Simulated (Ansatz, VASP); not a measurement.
**Two plane-wave programs on Ir**

```xyz
8
Lattice="4.8373 0.0000 0.0000 0.0000 4.8373 0.0000 0.0000 0.0000 4.8373" Properties=species:S:1:pos:R:3 pbc="T T T"
Ir    0.0000    0.0000    0.0000
Ir    2.4187    2.4187    2.4187
Ir    1.2093    0.0000    2.4187
Ir    3.6280    0.0000    2.4187
Ir    2.4187    1.2093    0.0000
Ir    2.4187    3.6280    0.0000
Ir    0.0000    2.4187    1.2093
Ir    0.0000    2.4187    3.6280
```

Alike in both runs: task relaxation of cell and atoms; functional r2SCAN; k mesh 5 × 5 × 5; occupations fermi-dirac, width 0.1 eV; no spin polarisation.

```csv
,VASP,Ansatz
version,VASP 6.6.1,Ansatz 0.2.0
potentials or method,"VASP PAW PBE potentials, release 64 (Ir), cutoff 600 eV","plane waves (500 eV) with PAW, scalar-relativistic"
valence electrons in the cell,72,136
```

Ansatz gave:

* relaxed volume (Å³/atom): 14.79
* relaxed cell length with the largest relative difference (Å): 4.909

Question: Which values does VASP return?

Answer: Relaxed volume (Å³/atom): 14.89; relaxed cell length with the largest relative difference (Å): 4.920.

VASP's potentials were made for PBE, not for r2SCAN. VASP's potentials hold 72 valence electrons a cell and Ansatz's 136, so a difference there can come from the potentials and not from the codes.

Neither program's run includes spin-orbit coupling.
